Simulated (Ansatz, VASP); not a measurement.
Ca in VASP and in Ansatz

The input INCAR:

```
ALGO = Normal
EDIFF = 1E-6
EDIFFG = -0.005
ENCUT = 600
GGA = PE
IBRION = 2
ISIF = 3
ISMEAR = 0
LASPH = True
LCHARG = False
LREAL = False
LWAVE = False
NELM = 100
NSW = 100
PREC = Accurate
SIGMA = 0.1
```

The input KPOINTS:

```
k-points
0
Gamma
  12 12 4
```

The input POSCAR:

```
Ca
1.0
    3.9575547823      0.0000000000      0.0000000000
   -1.9787773911      3.4273429783      0.0000000000
    0.0000000000      0.0000000000     12.8694210400
Ca
4
Direct
    0.0000000000      0.0000000000      0.0000000000
    0.3333333300      0.6666666700      0.2500000000
    0.0000000000      0.0000000000      0.5000000000
    0.6666666700      0.3333333300      0.7500000000
```

Input for Ansatz:

```yaml
crystal:
  lattice:
    - [3.9575547823, 0.0, 0.0]
    - [-1.9787773911, 3.4273429783, 0.0]
    - [0.0, 0.0, 12.86942104]
  atoms:
    - { symbol: Ca, position: [0.0, 0.0, 0.0] }
    - { symbol: Ca, position: [0.33333333, 0.66666667, 0.25] }
    - { symbol: Ca, position: [0.0, 0.0, 0.5] }
    - { symbol: Ca, position: [0.66666667, 0.33333333, 0.75] }
basis:
  ecutwfc: 420
kpoints:
  mp_grid: { grid: [12, 12, 4] }
hamiltonian:
  xc: pbe
scf:
  occupations: { method: gaussian, width: 0.1 }
output:
  forces: true
  stress: true
  eigenvalues: true
  write_density: true
  write_potential: true
  elf: true
  volumetric_format: npy
relax:
  adjacent_minimum: "off"
  f_tol: 0.005
  max_steps: 80
  cell: { stress_tol: 0.05 }
```

Alike in both runs: task relaxation of cell and atoms; functional PBE; k mesh 12 × 12 × 4; occupations gaussian, width 0.1 eV; no spin polarisation.

|  | VASP | Ansatz |
| --- | --- | --- |
| version | VASP 6.6.1 | Ansatz 0.2.0 |
| potentials or method | VASP PAW PBE potentials, release 64 (Ca_sv), cutoff 600 eV | scalar-relativistic, plane waves, PAW |
| valence electrons in the cell | 40 | 40 |

```csv
,VASP,Ansatz,Ansatz less VASP
"gap on the k mesh at the Fermi level, each at its own relaxed structure (eV)",none,none,-
relaxed volume (Å³/atom),42.34,42.23,-0.111
relaxed cell length with the largest relative difference (Å),3.906,3.902,-0.0036
```

A gap of «none» marks a metal or a gap that the smearing closes.
